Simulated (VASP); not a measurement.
Write the native input for VASP 6.6.1 that does the following.

| Property | Result |
| --- | --- |
| Task | single point |
| Functional | PBEsol |
| Potentials or basis | VASP PAW PBE potentials, release 64 (Pt) |
| Cutoff | 520 eV |
| k mesh | 11 × 11 × 11 |
| Occupations | gaussian, width 0.1 eV |
| Spin | no spin polarisation |
| Dipole correction | no |
| Further INCAR settings | ALGO = Normal; EDIFF = 1e-06; NBANDS = 11 |

The structure of Pt lies in POSCAR:

```
Pt
1.0
    0.0000000000      1.9047834181      1.9047834181
    1.9047834181      0.0000000000      1.9047834181
    1.9047834181      1.9047834181      0.0000000000
Pt
1
Direct
    0.0000000000      0.0000000000      0.0000000000
```

These files were run (other wordings do the same):

INCAR

```
SYSTEM = Pt
PREC     = Accurate       ! precision mode
ENCUT    = 520            ! plane-wave cutoff, eV
EDIFF    = 1E-6           ! SCF threshold, eV
ISMEAR   = 0              ! smearing method
SIGMA    = 0.1            ! smearing width, eV
LREAL    = .FALSE.        ! projectors in reciprocal space
LASPH    = .TRUE.         ! aspherical terms in the spheres
NELM     = 60             ! most SCF steps
ALGO     = Normal         ! electronic algorithm
ISIF     = 2              ! what is computed and relaxed
LWAVE    = .FALSE.        ! write WAVECAR
LCHARG   = .FALSE.        ! write CHGCAR
GGA      = PS             ! functional
NBANDS   = 11             ! bands
```

KPOINTS

```
regular mesh
0
G
  11 11 11
  0 0 0
```

Potentials or basis: VASP PAW PBE potentials, release 64 (Pt).

The run is started by

```console
$ cat potpaw_PBE.64/Pt/POTCAR > POTCAR
$ mpirun -np 1 vasp_std > vasp.out
```

It gave:

| Property | Result |
| --- | --- |
| Pressure | 29.7 GPa |
| Band gap on the k mesh | zero (band 5 reaches 13.34 eV, above the bottom of band 6 at 10.87 eV) |

Caveat: the PAW data sets were made with another functional, which shifts forces and pressure a little; spin-orbit coupling is left out, which moves the levels of the heavy elements.

It took 6.1 s on 1 thread of AMD EPYC 9R14 (Zen 4), on a shared host, peak memory 0.1 GiB.
